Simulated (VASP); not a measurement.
# HfSiO4 (P6_3mc) in VASP: notebook

HfSiO4 is run at these levels: PBE; tasks: single point.

Program: VASP 6.6.1. These are calculated values, not measurements. Logs are shortened: lines on timing, memory, paths and dates and some standing lists are left out, and cuts for length are marked.

## Step 1: The cell of the first run

It takes space group P6_3mc (No. 186, hexagonal). Conventional cell: a = 5.836 Å, b = 5.836 Å, c = 9.512 Å, α = 90.00°, β = 90.00°, γ = 120.00°. Hf (site symmetry 3m) has 4 O at 1.94 Å within 2.6 Å. Si (site symmetry 3m) has 4 O at 1.63 Å within 2.2 Å. O (site symmetry 3m) has 1 Si at 1.63 Å and 1 Hf at 1.94 Å within 2.2 Å. O (site symmetry m) has 1 Si at 1.63 Å and 1 Hf at 1.94 Å within 2.2 Å.

## Step 2: Single point, PBE

File INCAR:

```
SYSTEM = HfSiO4
  PREC = Accurate
  ENCUT = 600
  EDIFF = 1E-6
  ISMEAR = 0
  SIGMA = 0.1
  LREAL = .False.
  LASPH = .True.
  NELM = 120
  ALGO = Normal
  ISIF = 2
  LWAVE = .False.
  LCHARG = .False.
  GGA = PE
  NBANDS = 50
  GGA_COMPAT = .False.
```

File KPOINTS:

```
Automatic mesh
0
Gamma
  6 6 2
  0 0 0
```

File POSCAR:

```
HfSiO4
1.0
    5.8359202356      0.0000000036      0.0000000000
   -2.9179601209      5.0540551767      0.0000000000
    0.0000000000      0.0000000000      9.5118211615
Hf Si O
2 2 8
Direct
    0.3333333333      0.6666666667      0.4379053849
    0.6666666667      0.3333333333      0.9379053849
    0.3333333333      0.6666666667      0.0624405838
    0.6666666667      0.3333333333      0.5624405838
    0.3333333333      0.6666666667      0.2339183260
    0.6666666667      0.3333333333      0.7339183260
    0.4854643402     -0.0290713197      0.0052452351
    0.5145356598      0.4854643402      0.5052452351
    0.0290713197      0.5145356598      0.0052452351
    0.5145356598      0.0290713197      0.5052452351
    0.4854643402      0.5145356598      0.0052452351
   -0.0290713197      0.4854643402      0.5052452351
```

Potentials or basis: VASP PAW PBE potentials, release 64 (Hf_pv, Si, O).

The run is started by

```bash
$ cat potpaw_PBE.64/Hf_pv/POTCAR potpaw_PBE.64/Si/POTCAR potpaw_PBE.64/O/POTCAR > POTCAR
$ mpirun -np 1 vasp_std > vasp.out
```

OUTCAR:

```text
SYSTEM = HfSiO4
   PREC = Accurate
   ENCUT = 600
   EDIFF = 1E-6
   ISMEAR = 0
   LREAL = .False.
   LASPH = .True.
   NELM = 120
   ISIF = 2
   GGA = PE

 ion  position               nearest neighbor table
   1  0.333  0.667  0.438-   5 1.94   8 1.94  12 1.94  10 1.94
   2  0.667  0.333  0.938-   6 1.94  11 1.94   9 1.94   7 1.94
   3  0.333  0.667  0.062-   5 1.63   9 1.63   7 1.63  11 1.63
   4  0.667  0.333  0.562-   6 1.63  12 1.63  10 1.63   8 1.63
   5  0.333  0.667  0.234-   3 1.63   1 1.94
   6  0.667  0.333  0.734-   4 1.63   2 1.94
   7  0.485  0.971  0.005-   3 1.63   2 1.94
   8  0.515  0.485  0.505-   4 1.63   1 1.94
   9  0.029  0.515  0.005-   3 1.63   2 1.94
  10  0.515  0.029  0.505-   4 1.63   1 1.94
  11  0.485  0.515  0.005-   3 1.63   2 1.94
  12  0.971  0.485  0.505-   4 1.63   1 1.94

  LATTYP: Found a hexagonal cell.
 ALAT       =     5.8359202356
 C/A-ratio  =     1.6298751144

  Lattice vectors:

 A1 = (   5.8359202356,   0.0000000036,   0.0000000000)
 A2 = (  -2.9179601209,   5.0540551767,   0.0000000000)
 A3 = (   0.0000000000,   0.0000000000,   9.5118211615)

Analysis of symmetry for initial positions (statically):
=====================================================================
 Subroutine PRICEL returns:
 Original cell was already a primitive cell.

 Routine SETGRP: Setting up the symmetry group for a
 hexagonal supercell.

 Subroutine GETGRP returns: Found 12 space group operations
 (whereof  6 operations were pure point group operations)
 out of a pool of 24 trial point group operations.

The static configuration has the point symmetry C_3v.
 The point group associated with its full space group is C_6v.

Analysis of symmetry for dynamics (positions and initial velocities):
=====================================================================
 Subroutine PRICEL returns:
 Original cell was already a primitive cell.

 Routine SETGRP: Setting up the symmetry group for a
 hexagonal supercell.

 Subroutine GETGRP returns: Found 12 space group operations
 (whereof  6 operations were pure point group operations)
 out of a pool of 24 trial point group operations.

The dynamic configuration has the point symmetry C_3v.
 The point group associated with its full space group is C_6v.

 Subroutine INISYM returns: Found 12 space group operations
 (whereof  6 operations are pure point group operations),
 and found     1 'primitive' translations

----------------------------------------------------------------------------------------

                                     Primitive cell

  volume of cell :     280.5518

  direct lattice vectors                    reciprocal lattice vectors
     5.835920236  0.000000004  0.000000000     0.171352582  0.098930459  0.000000000
    -2.917960121  5.054055177  0.000000000    -0.000000000  0.197860919  0.000000000
     0.000000000  0.000000000  9.511821162     0.000000000  0.000000000  0.105132338

  length of vectors
     5.835920236  5.835920236  9.511821162     0.197860919  0.197860919  0.105132338

  position of ions in fractional coordinates (direct lattice)
     0.333333333  0.666666667  0.437905385
     0.666666667  0.333333333  0.937905385
     0.333333333  0.666666667  0.062440584
     0.666666667  0.333333333  0.562440584
     0.333333333  0.666666667  0.233918326
     0.666666667  0.333333333  0.733918326
     0.485464340  0.970928680  0.005245235
     0.514535660  0.485464340  0.505245235
     0.029071320  0.514535660  0.005245235
     0.514535660  0.029071320  0.505245235
     0.485464340  0.514535660  0.005245235
     0.970928680  0.485464340  0.505245235

  ion indices of the primitive-cell ions
   primitive index   ion index
                 1           1
                 2           2
                 3           3
                 4           4
                 5           5
                 6           6
                 7           7
                 8           8
                 9           9
                10          10
                11          11
                12          12

----------------------------------------------------------------------------------------

 KPOINTS: Automatic mesh

Automatic generation of k-mesh.
 Grid dimensions read from file:
 generate k-points for:    6    6    2

 Generating k-lattice:

  Cartesian coordinates                     Fractional coordinates (reciprocal lattice)
     0.028558764  0.016488410  0.000000000     0.166666667  0.000000000  0.000000000
    -0.000000000  0.032976820  0.000000000    -0.000000000  0.166666667  0.000000000
     0.000000000  0.000000000  0.052566169     0.000000000  0.000000000  0.500000000

  Length of vectors
     0.032976820  0.032976820  0.052566169

  Shift w.r.t. Gamma in fractional coordinates (k-lattice)
     0.000000000  0.000000000  0.000000000

 Subroutine IBZKPT returns following result:
 ===========================================

 Found     14 irreducible k-points:

 Following reciprocal coordinates:
            Coordinates               Weight
  0.000000  0.000000  0.000000      1.000000
  0.166667 -0.000000  0.000000      6.000000
  0.333333  0.000000  0.000000      6.000000
  0.500000 -0.000000  0.000000      3.000000
  0.166667  0.166667  0.000000      6.000000
  0.333333  0.166667  0.000000     12.000000
  0.333333  0.333333  0.000000      2.000000
  0.000000  0.000000  0.500000      1.000000
  0.166667 -0.000000  0.500000      6.000000
  0.333333  0.000000  0.500000      6.000000
  0.500000 -0.000000  0.500000      3.000000
  0.166667  0.166667  0.500000      6.000000
  0.333333  0.166667  0.500000     12.000000
  0.333333  0.333333  0.500000      2.000000
   k-points           NKPTS =     14   k-points in BZ     NKDIM =     14   number of bands    NBANDS=     50
   number of dos      NEDOS =    301   number of ions     NIONS =     12
   total plane-waves  NPLWV = 184320
   dimension x,y,z NGX =    48 NGY =   48 NGZ =   80
   dimension x,y,z NGXF=    96 NGYF=   96 NGZF=  160
   ions per type =               2   2   8
   NGX,Y,Z   is equivalent  to a cutoff of  13.67, 13.67, 13.98 a.u.
   NGXF,Y,Z  is equivalent  to a cutoff of  27.35, 27.35, 27.96 a.u.
 SYSTEM =  HfSiO4
   PREC   = accura    normal or accurate (medium, high low for compatibility)
   ISTART =      0    job   : 0-new  1-cont  2-samecut
   ICHARG =      2    charge: 1-file 2-atom 10-const
   ISPIN  =      1    spin polarized calculation?
   LNONCOLLINEAR =      F non collinear calculations
   LSORBIT =      F    spin-orbit coupling
   LASPH  =      T    aspherical Exc in radial PAW
   ENCUT  =  600.0 eV  44.10 Ry    6.64 a.u.  11.66 11.66 19.00*2*pi/ulx,y,z
   NELM   =    120;   NELMIN=  2; NELMDL= -5     # of ELM steps
   EDIFF  = 0.1E-05   stopping-criterion for ELM
   LREAL  =      F    real-space projection
   EDIFFG = 0.1E-04   stopping-criterion for IOM
   NSW    =      0    number of steps for IOM
   IBRION =     -1    ionic relax: 0-MD 1-quasi-New 2-CG
   NFREE  =      0    steps in history (QN), initial steepest desc. (CG)
   ISIF   =      2    stress and relaxation
   ISYM   =      2    0-nonsym 1-usesym 2-fastsym
   POTIM  = 0.5000    time-step for ionic-motion
   TEBEG  =    0.0;   TEEND  =   0.0 temperature during run
   PSTRESS=    0.0 pullay stress
   NELECT =      76.0000    total number of electrons
   NUPDOWN=      -1.0000    fix difference up-down
   EMIN   =  10.00;   EMAX   =-10.00  energy-range for DOS
   EFERMI =   0.00;   METHOD = LEGACY
   ISMEAR =     0;   SIGMA  =   0.10  broadening in eV -4-tet -1-fermi 0-gaus
   EFERMI_NEDOS =   21; number of points for ismear=-14 and -15
   IALGO  =     38    algorithm
   IMIX   =      4    mixing-type and parameters
     AMIX     =   0.40;   BMIX     =  1.00
     AMIX_MAG =   1.60;   BMIX_MAG =  1.00
  volume/ion in A,a.u.               =      23.38       157.77
  Fermi-wavevector in a.u.,A,eV,Ry     =   1.059274  2.001738 15.266576  1.122062
  Thomas-Fermi vector in A             =   2.194614
   LORBIT       =      0    0 simple, 1 ext, 2 COOP (PROOUT), +10 PAW based schemes
   GGA     = PE    functional components
   LHFCALC =     F    Hartree Fock is set to
   AEXX    =    0.0000 exact exchange contribution
   IVDW    =     0    specifies the selected vdW correction
   LEPSILON=     F    determine dielectric tensor
   LRPA    =     F    only Hartree local field effects (RPA)
 non-spin polarized calculation
 Gauss-broadening in eV      SIGMA  =   0.10
  energy-cutoff  :      600.00
  volume of cell :      280.55
 maximum number of plane-waves:      9398
 NGX is ok and might be reduce to    48
   NGX = 23   NGY = 23   NGZ = 37

 number of electron      75.9999999 magnetization

 Free energy of the ion-electron system (eV)
  ---------------------------------------------------
  ext. energy  EPLUGINS =         0.00000000
  ---------------------------------------------------
  free energy    TOTEN  =      -107.37265389 eV

  energy without entropy =     -107.37265389  energy(sigma->0) =     -107.37265389

 E-fermi :  -1.8348     XC(G=0):  -6.6927

 val. band max:       -2.3934233825   @ k =   0.0000   0.0000   0.0000
 cond. band min:       2.3883428546   @ k =   0.0000   0.0000   0.0000
 fundamental gap:      4.7817662371
 Fermi energy:        -1.8347506032

 k-point     1 :       0.0000    0.0000    0.0000
  band No.  band energies     occupation
      1     -31.1907      2.00000
      2     -31.1885      2.00000
      3     -31.1885      2.00000
      4     -31.1885      2.00000
      5     -31.1883      2.00000
      6     -31.1883      2.00000
[... 42 lines left out ...]
     49       5.3414      0.00000
     50       5.3888      0.00000
[... 687 lines left out ...]
     49       5.3316      0.00000
     50       5.3316      0.00000

------------------------ aborting loop because EDIFF is reached ----------------------------------------

  FORCE on cell =-STRESS in cart. coord.  units (eV):
  Direction    XX          YY          ZZ          XY          YZ          ZX
  --------------------------------------------------------------------------------------
  -------------------------------------------------------------------------------------
  Total       -0.4539690     -0.4539690     -0.5029053     -0.0000000     -0.0000000      0.0000000
  in kB       -2.5925301     -2.5925301     -2.8719958     -0.0000000     -0.0000000      0.0000000
  external PRESSURE =      -2.6856854 kB  Pullay stress =       0.0000000 kB

 VOLUME and BASIS-vectors are now :
 -----------------------------------------------------------------------------
  energy-cutoff  :      600.00
  volume of cell :      280.55
      direct lattice vectors                 reciprocal lattice vectors
     5.835920236  0.000000004  0.000000000     0.171352582  0.098930459  0.000000000
    -2.917960121  5.054055177  0.000000000    -0.000000000  0.197860919  0.000000000
     0.000000000  0.000000000  9.511821162     0.000000000  0.000000000  0.105132338

 POSITION                                       TOTAL-FORCE (eV/Angst)
 -----------------------------------------------------------------------------------
     -0.00000      3.36937      4.16528        -0.000000      0.000000     -0.002828
      2.91796      1.68469      8.92119        -0.000000      0.000000     -0.002828
     -0.00000      3.36937      0.59392        -0.000000      0.000000     -0.001132
      2.91796      1.68469      5.34983        -0.000000      0.000000     -0.001132
     -0.00000      3.36937      2.22499        -0.000000      0.000000      0.187943
      2.91796      1.68469      6.98090        -0.000000      0.000000      0.187943
     -0.00000      4.90713      0.04989        -0.000000      0.174618     -0.061328
      1.58622      2.45356      4.80580        -0.151224      0.087309     -0.061328
     -1.33174      2.60049      0.04989        -0.151224     -0.087309     -0.061328
      2.91796      0.14693      4.80580         0.000000     -0.174618     -0.061328
      1.33174      2.60049      0.04989         0.151224     -0.087309     -0.061328
      4.24970      2.45356      4.80580         0.151224      0.087309     -0.061328
 -----------------------------------------------------------------------------------
    total drift:                                0.000001      0.000001     -0.000221

  FREE ENERGIE OF THE ION-ELECTRON SYSTEM (eV)
  ---------------------------------------------------
  free  energy   TOTEN  =      -107.3726538894 eV

  energy  without entropy=     -107.3726538894  energy(sigma->0) =     -107.37265389
```

Run time: 7.1 min. Hardware: 1 thread of Intel Xeon Platinum 8488C (Sapphire Rapids), shared host; peak memory 0.55 GiB.

Results:

| Quantity | Value |
| --- | --- |
| Free energy | -107.3727 eV |
| Pressure | -0.3 GPa |
| Largest force | 0.188 eV/Å |
| Band gap on the k mesh | 4.78 eV |

Forces on the atoms (eV/Å):
```
Hf   0.000  0.000 -0.003
Hf   0.000  0.000 -0.003
Si   0.000  0.000 -0.001
Si   0.000  0.000 -0.001
O    0.000  0.000  0.188
O    0.000  0.000  0.188
O    0.000  0.175 -0.061
O   -0.151  0.087 -0.061
O   -0.151 -0.087 -0.061
O    0.000 -0.175 -0.061
O    0.151 -0.087 -0.061
O    0.151  0.087 -0.061
```

Caveat: spin-orbit coupling is left out, which moves the levels of the heavy elements. A k mesh can miss the band edges.

[end of part 1 of 2]
